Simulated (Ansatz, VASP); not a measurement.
**Two plane-wave programs on SbO4**

```xyz
5
Lattice="4.2896 0.0000 0.0000 -2.1448 3.7149 0.0000 0.0000 0.0000 3.6607" Properties=species:S:1:pos:R:3 pbc="T T T"
Sb    0.0000    0.0000    0.0000
O     0.0000    2.4766    2.4855
O     0.0000    2.4766    1.1751
O     2.1448    1.2383    1.1751
O     2.1448    1.2383    2.4855
```

Alike in both runs: functional PBE; k mesh 6 × 6 × 6; occupations gaussian, width 0.1 eV; no spin polarisation.

Ansatz relaxed the structure, and its values are those at the end. VASP's run is a single point on that final structure, the one shown.

```csv
,VASP,Ansatz
version,VASP 6.6.1,Ansatz 0.2.0
potentials or method,"VASP PAW PBE potentials, release 64 (Sb, O), cutoff 520 eV","scalar-relativistic, plane waves, PAW"
valence electrons in the cell,29,39
```

Ansatz gave:

- gap on the k mesh at the Fermi level (eV): none
- pressure (GPa): 0.0
- rms of the force components (eV/Å): 0.017

Q: Which values does VASP return?

A: gap on the k mesh at the Fermi level (eV): none; pressure (GPa): 0.5; rms of the force components (eV/Å): 0.276.

A gap of «none» marks a metal or a gap that the smearing closes. The functional is the same, so the differences come from potentials, cutoffs and numerics. VASP's potentials hold 29 valence electrons a cell and Ansatz's 39, so a difference there can come from the potentials and not from the codes.

Neither program's run includes spin-orbit coupling.
